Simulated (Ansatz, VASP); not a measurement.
MgO: VASP beside Ansatz

File INCAR:

```
SYSTEM = MgO
PREC = Accurate
ENCUT = 520
EDIFF = 1E-6
ISMEAR = -1
SIGMA = 0.05
LREAL = .FALSE.
LASPH = .TRUE.
NELM = 80
ALGO = Normal
ISIF = 2
LWAVE = .FALSE.
LCHARG = .FALSE.
GGA = PS
NBANDS = 11
```

The input KPOINTS:

```
regular mesh
0
G
  15 15 15
  0 0 0
```

File POSCAR:

```
MgO
1.0
    0.0000000000      1.8158679218      1.8158679218
    1.8158679218      0.0000000000      1.8158679218
    1.8158679218      1.8158679218      0.0000000000
Mg O
1 1
Direct
    0.0000000000      0.0000000000      0.0000000000
    0.5000000000      0.5000000000      0.5000000000
```

Input for Ansatz:

```yaml
crystal:
  lattice:
    - [0.0, 1.8158679218, 1.8158679218]
    - [1.8158679218, 0.0, 1.8158679218]
    - [1.8158679218, 1.8158679218, 0.0]
  atoms:
    - { symbol: Mg, position: [0.0, 0.0, 0.0] }
    - { symbol: O, position: [0.5, 0.5, 0.5] }
kpoints:
  mp_grid: { grid: [15, 15, 15] }
scf:
  occupations: { method: fermi_dirac, width: 0.05 }
hamiltonian:
  xc: pbesol
  pseudopotentials: { kind: paw }
output:
  forces: true
  stress: true
  eigenvalues: true
  populations: true
```

Change from the starting cell: volume scaled by 0.64, PAW files.

Alike in both runs: task single point; functional PBEsol; k mesh 15 × 15 × 15; occupations fermi-dirac, width 0.05 eV; no spin polarisation.

|  | VASP | Ansatz |
| --- | --- | --- |
| version | VASP 6.6.1 | Ansatz 0.2.0 |
| potentials or method | VASP PAW PBE potentials, release 64 (Mg, O) | PAW with Ansatz's default frozen-core files, scalar-relativistic |
| plane-wave cutoff (eV) | 520 | 420 |
| valence electrons in the cell | 8 | 16 |

```tsv
	VASP	Ansatz	Ansatz less VASP
gap on the k mesh at the Fermi level (eV)	8.96	9.03	+0.066
pressure (GPa)	180.9	176.1	-4.80
```

VASP's potentials were made for PBE, not for PBEsol. Both programs put the cell under a high pressure, so it lies far from rest at this level. With one functional, cell and mesh, what is left measures potentials, basis and numerics. VASP's potentials hold 8 valence electrons a cell and Ansatz's 16, so a difference there can come from the potentials and not from the codes.

Noted on VASP's run: the cell as given lies far from equilibrium.
